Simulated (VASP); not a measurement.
Set up this calculation in VASP 6.6.1, as the native input.

```yaml
Task: single point
Functional: PBE
Potentials_or_basis: VASP PAW PBE potentials, release 64 (Ti_sv, O)
Cutoff: 520 eV
k_mesh: 8 × 8 × 8
Occupations: gaussian, width 0.02 eV
Spin: no spin polarisation
Dipole_correction: no
Further_INCAR_settings: ALGO = Normal; EDIFF = 1e-06; NBANDS = 60
```

The structure of TiO2 lies in POSCAR:

```
TiO2
1.0
   -4.3013778827      4.3013778827      1.8707192048
    4.3013778827     -4.3013778827      1.8707192048
    4.3013778827      4.3013778827     -1.8707192048
Ti O
4 8
Direct
    0.2925782746      0.0099397551      0.3025180297
    0.0099397551      0.7074217254      0.7173614805
    0.9900602449      0.2925782746      0.2826385195
    0.7074217254      0.9900602449      0.6974819703
    0.4985158226      0.1521136163      0.6506294388
    0.1648520910      0.8423343076      0.0071863986
    0.1521136163      0.5014841774      0.6535977937
    0.1576656924      0.1648520910      0.3225177834
    0.8423343076      0.8351479090      0.6774822166
    0.8478863837      0.4985158226      0.3464022063
    0.8351479090      0.1576656924      0.9928136014
    0.5014841774      0.8478863837      0.3493705612
```

These files were run (other wordings do the same):

INCAR

```
  PREC = Accurate
  ENCUT = 520
  EDIFF = 1E-6
  ISMEAR = 0
  SIGMA = 0.02
  LREAL = False
  LASPH = True
  NELM = 100
  ALGO = Normal
  ISIF = 2
  LWAVE = False
  LCHARG = False
  GGA = PE
  NBANDS = 60
```

KPOINTS

```
Automatic mesh
0
Gamma
  8 8 8
```

Potentials or basis: VASP PAW PBE potentials, release 64 (Ti_sv, O).

The run is started by

```console
$ cat potpaw_PBE.64/Ti_sv/POTCAR potpaw_PBE.64/O/POTCAR > POTCAR
$ mpirun -np 1 vasp_std > vasp.out
```

It gave:

```json
{"Pressure": "10.7 GPa", "Largest force": "0.080 eV/Å", "Band gap on the k mesh": "1.76 eV (least direct gap 2.48 eV)"}
```

Caveat: the cell stands under pressure.

Run time: 13 min on 1 thread of Intel(R) Xeon(R) Platinum 8488C (Sapphire Rapids) (shared host), peak memory 0.62 GiB.
